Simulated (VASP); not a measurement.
Write the native input for VASP 6.6.1 that does the following.

```
Task                   : single point
Functional             : LDA
Potentials or basis    : VASP PAW LDA potentials, release 64 (Mg, S)
Cutoff                 : 520 eV
k mesh                 : 8 × 8 × 8
Occupations            : gaussian, width 0.05 eV
Spin                   : no spin polarisation
Dipole correction      : no
Further INCAR settings : ALGO = Normal; EDIFF = 1e-06; NBANDS = 11
```

The structure of MgS lies in POSCAR:

```
MgS
1.0
    0.0000000000      2.6016500000      2.7317325000
    2.6016500000      0.0000000000      2.7317325000
    2.6016500000      2.6016500000      0.0000000000
Mg S
1 1
Direct
    0.0000000000      0.0000000000      0.0000000000
    0.5000000000      0.5000000000      0.5000000000
```

This cell differs from its parent crystal: strain +0.000 along x and y, +0.050 along z.

One way to write it, as run:

INCAR

```
SYSTEM = MgS
ALGO = Normal
EDIFF = 1E-6
ENCUT = 520
ISIF = 2
ISMEAR = 0
LASPH = .TRUE.
LCHARG = .FALSE.
LREAL = .FALSE.
LWAVE = .FALSE.
NBANDS = 11
NELM = 60
PREC = Accurate
SIGMA = 0.05
```

KPOINTS

```
k-points
0
G
  8 8 8
  0 0 0
```

Potentials or basis: VASP PAW LDA potentials, release 64 (Mg, S).

The run is started by

```sh
$ cat potpaw_LDA.64/Mg/POTCAR potpaw_LDA.64/S/POTCAR > POTCAR
$ mpirun -np 1 vasp_std > vasp.out
```

Results of the run:

- Pressure: -6.5 GPa
- Band gap on the k mesh: 2.27 eV, indirect (least direct gap 3.00 eV)

Caveat: the cell differs from its parent crystal (strain +0.000 along x and y, +0.050 along z).

Run time: 9.5 s on 1 thread of Intel(R) Xeon(R) 6975P-C (Granite Rapids), with other jobs on the host, peak memory 0.15 GiB.
